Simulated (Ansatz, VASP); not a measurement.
**One calculation of AlC, two programs**

Contents of INCAR:

```
SYSTEM = AlC
  PREC = Accurate
  ENCUT = 600
  EDIFF = 1E-7
  ISMEAR = 0
  SIGMA = 0.1
  LREAL = .FALSE.
  LASPH = .TRUE.
  NELM = 120
  ALGO = Normal
  ISIF = 3
  LWAVE = .FALSE.
  LCHARG = .FALSE.
  GGA = PE
  IBRION = 2
  NSW = 90
  EDIFFG = -0.04
  GGA_COMPAT = .FALSE.
  NELMIN = 4
```

Contents of KPOINTS:

```
Automatic mesh
0
G
  6 6 4
  0 0 0
```

POSCAR

```
AlC
1.0
    3.1272155867      0.0000000000      0.0000000000
   -1.5636077933      2.7082481412      0.0000000000
    0.0000000000      0.0000000000      5.7843174126
Al C
2 2
Direct
    0.6666666667      0.3333333333      0.7072790857
    0.3333333333      0.6666666667      0.2927209143
    0.0000000000      0.0000000000      0.1171193914
    0.0000000000      0.0000000000      0.8828806086
```

Input for Ansatz:

```yaml
crystal:
  lattice:
    - [3.1272155867, 0.0, 0.0]
    - [-1.5636077933, 2.7082481412, 0.0]
    - [0.0, 0.0, 5.7843174126]
  atoms:
    - { symbol: Al, position: [0.6666666667, 0.3333333333, 0.7072790857] }
    - { symbol: Al, position: [0.3333333333, 0.6666666667, 0.2927209143] }
    - { symbol: C, position: [0.0, 0.0, 0.1171193914] }
    - { symbol: C, position: [0.0, 0.0, 0.8828806086] }
basis:
  ecutwfc: 420
kpoints:
  mp_grid: { grid: [6, 6, 4] }
hamiltonian:
  xc: pbe
scf:
  occupations: { method: gaussian, width: 0.1 }
  lower_state_search: "off"
output:
  forces: true
  stress: true
  eigenvalues: true
relax:
  adjacent_minimum: "off"
  f_tol: 0.04
  max_steps: 70
  cell: { stress_tol: 0.4 }
```

Alike in both runs: task relaxation of cell and atoms; functional PBE; k mesh 6 × 6 × 4; occupations gaussian, width 0.1 eV; no spin polarisation.

|  | VASP | Ansatz |
| --- | --- | --- |
| version | VASP 6.6.1 | Ansatz 0.2.0 |
| potentials or method | VASP PAW PBE potentials, release 64 (Al, C), cutoff 600 eV | scalar-relativistic, plane waves, PAW |
| valence electrons in the cell | 14 | 14 |

```csv
,VASP,Ansatz,Ansatz less VASP
"gap on the k mesh at the Fermi level, each at its own relaxed structure (eV)",none,none,-
relaxed volume (Å³/atom),12.15,12.17,+0.020
relaxed cell length with the largest relative difference (Å),3.113,3.115,+0.0020
```

A gap of «none» marks a metal or a gap that the smearing closes.

The k mesh is coarse, so the values compare programs but aren't converged.
